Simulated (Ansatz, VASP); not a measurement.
**Sb in VASP and in Ansatz**

INCAR

```
PREC = Accurate ; ENCUT = 520
EDIFF = 1E-7 ; ISMEAR = -1
SIGMA = 1.0 ; LREAL = F
LASPH = T ; NELM = 60
ALGO = Normal ; ISIF = 2
LWAVE = F ; LCHARG = F
GGA = CA ; NBANDS = 12
```

File KPOINTS:

```
Automatic mesh
0
Gamma
  9 9 9
```

POSCAR

```
Sb
1.0
    2.1456002536      1.2387628840      3.6587425366
   -2.1456002536      1.2387628840      3.6587425366
    0.0000000000     -2.4775257680      3.6587425366
Sb
2
Direct
    0.2359371474      0.2359371474      0.2359371474
    0.7640628526      0.7640628526      0.7640628526
```

Input for Ansatz:

```yaml
crystal:
  lattice:
    - [2.1456002536, 1.238762884, 3.6587425366]
    - [-2.1456002536, 1.238762884, 3.6587425366]
    - [0.0, -2.477525768, 3.6587425366]
  atoms:
    - { symbol: Sb, position: [0.2359371474, 0.2359371474, 0.2359371474] }
    - { symbol: Sb, position: [0.7640628526, 0.7640628526, 0.7640628526] }
hamiltonian:
  xc: lda
  pseudopotentials:
    kind: paw
    azcp:
      Sb: "pseudopotentials/Sb.paw.azcp"
basis:
  ecutwfc: 420
  fft_grid_basis: typed
kpoints:
  mp_grid: { grid: [9, 9, 9], shift: [0, 0, 0] }
magnetization:
  spin_polarized: false
scf:
  occupations: { method: fermi_dirac, width: 1.0 }
  lower_state_search: "off"
output:
  stress: true
  write_density: true
  write_potential: true
  elf: true
  volumetric_format: npy
```

Alike in both runs: task single point; functional LDA; k mesh 9 × 9 × 9; occupations fermi-dirac, width 1 eV; no spin polarisation.

|  | VASP | Ansatz |
| --- | --- | --- |
| version | VASP 6.6.1 | Ansatz 0.2.0 |
| potentials or method | VASP PAW LDA potentials, release 64 (Sb), cutoff 520 eV | plane waves (420 eV) with PAW, scalar-relativistic |
| valence electrons in the cell | 10 | 30 |

|  | VASP | Ansatz | Ansatz less VASP |
| --- | --- | --- | --- |
| pressure (GPa) | 4.7 | 4.5 | -0.24 |
| traceless stress, the component that is largest in VASP (GPa) | -0.68 | -0.64 | +0.048 |

Ansatz warns that its potentials were made for another functional, while VASP's fit it. LDA's correlation is that of Perdew and Zunger in VASP and of Perdew and Wang (1992) in Ansatz. VASP's potentials hold 10 valence electrons a cell and Ansatz's 30, so a difference there can come from the potentials and not from the codes.

Spin-orbit coupling is off throughout.
